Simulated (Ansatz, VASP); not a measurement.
# Two plane-wave programs on KZnF3

File INCAR:

```
PREC     = Accurate       # precision mode
ENCUT    = 520            # plane-wave cutoff, eV
EDIFF    = 1E-7           # SCF threshold, eV
ISMEAR   = 0              # smearing method
SIGMA    = 0.05           # smearing width, eV
LREAL    = F              # projectors in reciprocal space
LASPH    = T              # aspherical terms in the spheres
NELM     = 80             # most SCF steps
ALGO     = Normal         # electronic algorithm
ISIF     = 2              # what is computed and relaxed
LWAVE    = F              # write WAVECAR
LCHARG   = T              # write CHGCAR
GGA      = PE             # functional
LELF     = T              # ELF
LVHAR    = T            
NBANDS   = 29             # bands
```

Contents of KPOINTS:

```
Automatic mesh
0
Gamma
  6 6 6
```

POSCAR

```
KZnF3
1.0
    4.0500000000      0.0000000000      0.0000000000
    0.0000000000      4.0500000000      0.0000000000
    0.0000000000      0.0000000000      4.0500000000
K Zn F
1 1 3
Direct
    0.0000000000      0.0000000000      0.0000000000
    0.5000000000      0.5000000000      0.5000000000
    0.5000000000      0.5000000000      0.0000000000
    0.0000000000      0.5000000000      0.5000000000
    0.5000000000      0.0000000000      0.5000000000
```

Input for Ansatz:

```yaml
crystal:
  lattice:
    - [4.05, 0.0, 0.0]
    - [0.0, 4.05, 0.0]
    - [0.0, 0.0, 4.05]
  atoms:
    - { symbol: K, position: [0.0, 0.0, 0.0] }
    - { symbol: Zn, position: [0.5, 0.5, 0.5] }
    - { symbol: F, position: [0.5, 0.5, 0.0] }
    - { symbol: F, position: [0.0, 0.5, 0.5] }
    - { symbol: F, position: [0.5, 0.0, 0.5] }
basis:
  ecutwfc: 420
  ecutrho_ratio: 4
kpoints:
  mp_grid: { grid: [6, 6, 6] }
hamiltonian:
  xc: pbe
  pseudopotentials: { kind: paw, frozen_core: stored }
scf:
  occupations: { method: gaussian, width: 0.05 }
output:
  forces: true
  stress: true
  eigenvalues: true
```

Alike in both runs: task single point; functional PBE; k mesh 6 × 6 × 6; occupations gaussian, width 0.05 eV; no spin polarisation.

```csv
,VASP,Ansatz
version,VASP 6.6.1,Ansatz 0.2.0
potentials or method,"VASP PAW PBE potentials, release 64 (K_sv, Zn, F), cutoff 520 eV","scalar-relativistic, plane waves, PAW"
valence electrons in the cell,42,42
```

```tsv
	VASP	Ansatz	Ansatz less VASP
gap on the k mesh at the Fermi level (eV)	3.79	3.86	+0.070
least direct gap on the mesh (eV)	5.65	5.69	+0.041
pressure (GPa)	4.9	4.6	-0.35
```
